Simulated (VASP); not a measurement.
# W (C2/m) in VASP: single point with PBEsol

Aim: the single point of W with PBEsol.

Everything below comes from runs of VASP 6.6.1. Logs are shortened: lines on timing, memory, paths and dates and some standing lists are left out, and cuts for length are marked.

## 1. The cell of the first run

The structure is monoclinic, space group C2/m (No. 12). The conventional cell has a = 4.851 Å, b = 2.801 Å, c = 2.659 Å, α = 90.00°, β = 117.89°, γ = 90.00°. W (site symmetry 2/m) has 12 W at 2.66 to 2.98 Å within 3.5 Å.

## 2. Single point, PBEsol

Input file INCAR:

```
PREC = Accurate
ENCUT = 520
EDIFF = 1E-7
ISMEAR = 0
SIGMA = 0.1
LREAL = F
LASPH = T
NELM = 100
ALGO = Normal
ISIF = 2
LWAVE = F
LCHARG = T
GGA = PS
LELF = T
LVHAR = T
NBANDS = 13
```

Input file KPOINTS:

```
regular mesh
0
Gamma
  12 12 15
```

Input file POSCAR:

```
W
1.0
    2.7940696362     -0.0038308855     -0.1926350619
   -1.4003524623      2.4254816132      0.0000000000
    1.2353751159      0.7132441558      2.2439363948
W
1
Direct
    0.0000000000      0.0000000000      0.0000000000
```

Potentials or basis: VASP PAW PBE potentials, release 64 (W_sv).

On the command line:

```bash
> cat potpaw_PBE.64/W_sv/POTCAR > POTCAR
> mpirun -np 1 vasp_std > vasp.out
```

OUTCAR:

```text
PREC = Accurate
   ENCUT = 520
   EDIFF = 1E-7
   ISMEAR = 0
   LREAL = F
   LASPH = T
   NELM = 100
   ISIF = 2
   GGA = PS

 ion  position               nearest neighbor table
   1  0.000  0.000  0.000-

  LATTYP: Found a base centered monoclinic cell.
 ALAT       =     4.8509632265
 B/A-ratio  =     0.5773502692
 C/A-ratio  =     0.5481322981
 COS(beta)  =    -0.4677622954

  Lattice vectors:

 A1 = (  -2.7940696362,   0.0038308855,   0.1926350619)
 A2 = (  -1.3937171739,  -2.4216507277,   0.1926350619)
 A3 = (   1.2353751159,   0.7132441558,   2.2439363948)

Analysis of symmetry for initial positions (statically):
=====================================================================
 Subroutine PRICEL returns:
 Original cell was already a primitive cell.

 Routine SETGRP: Setting up the symmetry group for a
 base centered monoclinic supercell.

 Subroutine GETGRP returns: Found  4 space group operations
 (whereof  4 operations were pure point group operations)
 out of a pool of  4 trial point group operations.

The static configuration has the point symmetry C_2h.

Analysis of symmetry for dynamics (positions and initial velocities):
=====================================================================
 Subroutine PRICEL returns:
 Original cell was already a primitive cell.

 Routine SETGRP: Setting up the symmetry group for a
 base centered monoclinic supercell.

 Subroutine GETGRP returns: Found  4 space group operations
 (whereof  4 operations were pure point group operations)
 out of a pool of  4 trial point group operations.

The dynamic configuration has the point symmetry C_2h.

 Subroutine INISYM returns: Found  4 space group operations
 (whereof  4 operations are pure point group operations),
 and found     1 'primitive' translations

----------------------------------------------------------------------------------------

                                     Primitive cell

  volume of cell :      15.9646

  direct lattice vectors                    reciprocal lattice vectors
     2.794069636 -0.003830886 -0.192635062     0.340917370  0.196828735 -0.250251202
    -1.400352462  2.425481613  0.000000000    -0.008067798  0.407631307 -0.125125601
     1.235375116  0.713244156  2.243936395     0.029266711  0.016897144  0.424162131

  length of vectors
     2.800704925  2.800704925  2.658969621     0.466467436  0.426479528  0.425506249

  position of ions in fractional coordinates (direct lattice)
     0.000000000  0.000000000  0.000000000

  ion indices of the primitive-cell ions
   primitive index   ion index
                 1           1

----------------------------------------------------------------------------------------

 KPOINTS: regular mesh

Automatic generation of k-mesh.
 Grid dimensions read from file:
 generate k-points for:   12   12   15

 Generating k-lattice:

  Cartesian coordinates                     Fractional coordinates (reciprocal lattice)
     0.028409781  0.016402395 -0.020854267     0.083333333  0.000000000  0.000000000
    -0.000672316  0.033969276 -0.010427133     0.000000000  0.083333333  0.000000000
     0.001951114  0.001126476  0.028277475     0.000000000  0.000000000  0.066666667

  Length of vectors
     0.038872286  0.035539961  0.028367083

  Shift w.r.t. Gamma in fractional coordinates (k-lattice)
     0.000000000  0.000000000  0.000000000

 Subroutine IBZKPT returns following result:
 ===========================================

 Found    589 irreducible k-points:

 Following reciprocal coordinates:
            Coordinates               Weight
  0.000000  0.000000  0.000000      1.000000
  0.083333  0.000000  0.000000      2.000000
  0.166667  0.000000  0.000000      2.000000
  0.250000  0.000000  0.000000      2.000000
  0.333333  0.000000  0.000000      2.000000
  0.416667  0.000000 -0.000000      2.000000
[... 16 lines left out ...]
  0.166667  0.250000  0.000000      4.000000
  0.250000  0.250000  0.000000      4.000000
 [... further k-points ...]
   k-points           NKPTS =    589   k-points in BZ     NKDIM =    589   number of bands    NBANDS=     13
   number of dos      NEDOS =    301   number of ions     NIONS =      1
   total plane-waves  NPLWV =  11520
   dimension x,y,z NGX =    24 NGY =   24 NGZ =   20
   dimension x,y,z NGXF=    48 NGYF=   48 NGZF=   40
   ions per type =               1
   NGX,Y,Z   is equivalent  to a cutoff of  14.25, 14.25, 12.50 a.u.
   NGXF,Y,Z  is equivalent  to a cutoff of  28.49, 28.49, 25.01 a.u.
 SYSTEM =  unknown system
   PREC   = accura    normal or accurate (medium, high low for compatibility)
   ISTART =      0    job   : 0-new  1-cont  2-samecut
   ICHARG =      2    charge: 1-file 2-atom 10-const
   ISPIN  =      1    spin polarized calculation?
   LNONCOLLINEAR =      F non collinear calculations
   LSORBIT =      F    spin-orbit coupling
   LASPH  =      T    aspherical Exc in radial PAW
   ENCUT  =  520.0 eV  38.22 Ry    6.18 a.u.   5.21  5.21  4.94*2*pi/ulx,y,z
   NELM   =    100;   NELMIN=  2; NELMDL= -5     # of ELM steps
   EDIFF  = 0.1E-06   stopping-criterion for ELM
   LREAL  =      F    real-space projection
   EDIFFG = 0.1E-05   stopping-criterion for IOM
   NSW    =      0    number of steps for IOM
   IBRION =     -1    ionic relax: 0-MD 1-quasi-New 2-CG
   NFREE  =      0    steps in history (QN), initial steepest desc. (CG)
   ISIF   =      2    stress and relaxation
   ISYM   =      2    0-nonsym 1-usesym 2-fastsym
   POTIM  = 0.5000    time-step for ionic-motion
   TEBEG  =    0.0;   TEEND  =   0.0 temperature during run
   PSTRESS=    0.0 pullay stress
   NELECT =      14.0000    total number of electrons
   NUPDOWN=      -1.0000    fix difference up-down
   EMIN   =  10.00;   EMAX   =-10.00  energy-range for DOS
   EFERMI =   0.00;   METHOD = LEGACY
   ISMEAR =     0;   SIGMA  =   0.10  broadening in eV -4-tet -1-fermi 0-gaus
   EFERMI_NEDOS =   21; number of points for ismear=-14 and -15
   IALGO  =     38    algorithm
   IMIX   =      4    mixing-type and parameters
     AMIX     =   0.40;   BMIX     =  1.00
     AMIX_MAG =   1.60;   BMIX_MAG =  1.00
  volume/ion in A,a.u.               =      15.96       107.73
  Fermi-wavevector in a.u.,A,eV,Ry     =   1.566983  2.961169 33.408245  2.455437
  Thomas-Fermi vector in A             =   2.669231
   LORBIT       =      0    0 simple, 1 ext, 2 COOP (PROOUT), +10 PAW based schemes
   GGA     = PS    functional components
   LHFCALC =     F    Hartree Fock is set to
   AEXX    =    0.0000 exact exchange contribution
   IVDW    =     0    specifies the selected vdW correction
   LEPSILON=     F    determine dielectric tensor
   LRPA    =     F    only Hartree local field effects (RPA)
 non-spin polarized calculation
 Gauss-broadening in eV      SIGMA  =   0.10
  energy-cutoff  :      520.00
  volume of cell :       15.96
 maximum number of plane-waves:       445
 NGX is ok and might be reduce to    24
   NGX = 11   NGY = 11   NGZ =  9

 number of electron      14.0000002 magnetization

 Free energy of the ion-electron system (eV)
  ---------------------------------------------------
  ext. energy  EPLUGINS =         0.00000000
  ---------------------------------------------------
  free energy    TOTEN  =       -13.38408893 eV

  energy without entropy =      -13.37997080  energy(sigma->0) =      -13.38202987

 E-fermi :  10.9113     XC(G=0): -13.7046

 val. band max:       10.9108174178   @ k =  -0.0833   0.0833   0.2000
 cond. band min:      10.9132458446   @ k =   0.4167   0.3333   0.4000
 fundamental gap:      0.0024284268
 Fermi energy:        10.9112856482

 k-point     1 :       0.0000    0.0000    0.0000
  band No.  band energies     occupation
      1     -62.9147      2.00000
      2     -26.5961      2.00000
      3     -26.5230      2.00000
      4     -26.3247      2.00000
      5       1.5680      2.00000
      6       8.7577      2.00000
      7      10.0795      2.00000
      8      11.3817      0.00000
      9      12.3948      0.00000
     10      14.5344      0.00000
     11      23.7219      0.00000
     12      26.6256      0.00000
     13      29.4594      0.00000

 k-point     2 :       0.0833    0.0000    0.0000
  band No.  band energies     occupation
      1     -62.9060      2.00000
      2     -26.6624      2.00000
      3     -26.5480      2.00000
      4     -26.3608      2.00000
      5       1.9321      2.00000
      6       8.5889      2.00000
      7      10.3498      2.00000
      8      11.2749      0.00000
      9      12.1362      0.00000
     10      14.6183      0.00000
     11      24.4170      0.00000
     12      27.0031      0.00000
     13      29.5757      0.00000

 k-point     3 :       0.1667    0.0000    0.0000
  band No.  band energies     occupation
      1     -62.8823      2.00000
      2     -26.8636      2.00000
      3     -26.6159      2.00000
      4     -26.4334      2.00000
      5       2.9336      2.00000
      6       8.0820      2.00000
      7      10.5059      2.00000
      8      11.1429      0.00106
      9      12.3408      0.00000
     10      14.8568      0.00000
     11      26.2880      0.00000
     12      27.8440      0.00000
     13      29.6355      0.00000

 k-point     4 :       0.2500    0.0000    0.0000
  band No.  band energies     occupation
      1     -62.8498      2.00000
      2     -27.1502      2.00000
      3     -26.7075      2.00000
      4     -26.5081      2.00000
      5       4.2195      2.00000
      6       7.3883      2.00000
      7       9.7243      2.00000
      8      12.4006      0.00000
      9      13.2518      0.00000
     10      15.2094      0.00000
     11      28.3804      0.00000
     12      28.6866      0.00000
     13      28.8744      0.00000

 k-point     5 :       0.3333    0.0000    0.0000
  band No.  band energies     occupation
      1     -62.8171      2.00000
      2     -27.4327      2.00000
      3     -26.7977      2.00000
      4     -26.5734      2.00000
      5       5.0084      2.00000
      6       6.7379      2.00000
      7      10.0787      2.00000
      8      13.9953      0.00000
      9      14.5358      0.00000
     10      15.6134      0.00000
     11      26.3540      0.00000
     12      26.4729      0.00000
     13      28.5546      0.00000
[... 257 lines left out ...]
 k-point    22 :       0.0833    0.2500    0.0000
  band No.  band energies     occupation
      1     -62.8389      2.00000
      2     -27.3403      2.00000
      3     -26.7134      2.00000
      4     -26.4429      2.00000
      5       4.5405      2.00000
      6       8.7955      2.00000
      7       8.8848      2.00000
      8      12.2015      0.00000
      9      13.5324      0.00000
     10      14.9869      0.00000
     11      23.8001      0.00000
     12      26.6073      0.00000
     13      31.5779      0.00000

 k-point    23 :       0.1667    0.2500    0.0000
  band No.  band energies     occupation
      1     -62.8149      2.00000
      2     -27.4760      2.00000
      3     -26.8484      2.00000
      4     -26.4984      2.00000
      5       5.4820      2.00000
      6       8.2358      2.00000
      7       8.7251      2.00000
      8      12.5554      0.00000
      9      14.8604      0.00000
     10      15.9489      0.00000
     11      22.8490      0.00000
     12      25.7077      0.00000
     13      30.4283      0.00000

 k-point    24 :       0.2500    0.2500    0.0000
  band No.  band energies     occupation
      1     -62.7941      2.00000
      2     -27.5304      2.00000
      3     -27.0316      2.00000
      4     -26.5418      2.00000
      5       6.0830      2.00000
      6       7.6789      2.00000
      7       9.1061      2.00000
      8      13.2006      0.00000
      9      15.7337      0.00000
     10      17.5451      0.00000
     11      20.6999      0.00000
     12      25.3932      0.00000
     13      29.2192      0.00000

 [... further k-points ...]

------------------------ aborting loop because EDIFF is reached ----------------------------------------

  FORCE on cell =-STRESS in cart. coord.  units (eV):
  Direction    XX          YY          ZZ          XY          YZ          ZX
  --------------------------------------------------------------------------------------
  -------------------------------------------------------------------------------------
  Total        0.3846436      0.1970629      0.0717465      0.1624497     -0.0101806     -0.0176331
  in kB       38.6019895     19.7767979      7.2003181     16.3030942     -1.0217059     -1.7696224
  external PRESSURE =      21.8597019 kB  Pullay stress =       0.0000000 kB

 VOLUME and BASIS-vectors are now :
 -----------------------------------------------------------------------------
  energy-cutoff  :      520.00
  volume of cell :       15.96
      direct lattice vectors                 reciprocal lattice vectors
     2.794069636 -0.003830886 -0.192635062     0.340917370  0.196828735 -0.250251202
    -1.400352462  2.425481613  0.000000000    -0.008067798  0.407631307 -0.125125601
     1.235375116  0.713244156  2.243936395     0.029266711  0.016897144  0.424162131

 POSITION                                       TOTAL-FORCE (eV/Angst)
 -----------------------------------------------------------------------------------
      0.00000      0.00000      0.00000         0.000000      0.000000      0.000000
 -----------------------------------------------------------------------------------
    total drift:                                0.000000      0.000000      0.000000

  FREE ENERGIE OF THE ION-ELECTRON SYSTEM (eV)
  ---------------------------------------------------
  free  energy   TOTEN  =       -13.3840889318 eV

  energy  without entropy=      -13.3799708048  energy(sigma->0) =      -13.38202987
```

Run time: 50 s. Hardware: 1 thread of Intel Xeon Platinum 8488C (Sapphire Rapids), shared host; peak memory 0.23 GiB.

What came out:

```
Free energy            : -13.3841 eV
Pressure               : 2.2 GPa
Band gap on the k mesh : zero (bands 7 and 8 overlap by 4.12 eV)
```

Stress tensor (GPa, compression positive):
```
 3.86  1.63 -0.18
 1.63  1.98 -0.10
-0.18 -0.10  0.72
```

Levels at points of the mesh, in eV from the Fermi level:
| k point | band 3 | band 4 | band 5 | band 6 | band 7 | band 8 | band 9 | band 10 | band 11 | band 12 |
| --- | --- | --- | --- | --- | --- | --- | --- | --- | --- | --- |
| (0.00, 0.00, 0.00) | -37.43 | -37.24 | -9.34 | -2.15 | -0.83 | 0.47 | 1.48 | 3.62 | 12.81 | 15.71 |
| (0.50, 0.00, 0.00) | -37.80 | -37.55 | -5.97 | -4.76 | 1.68 | 4.90 | 5.45 | 5.92 | 11.73 | 12.04 |
| (0.00, 0.50, 0.00) | -37.67 | -37.35 | -6.02 | -2.32 | 0.29 | 0.62 | 4.24 | 5.48 | 10.25 | 12.43 |

Caveat: the PAW data sets were made with another functional, which shifts forces and pressure a little; spin-orbit coupling is left out, which moves the levels of the heavy elements.
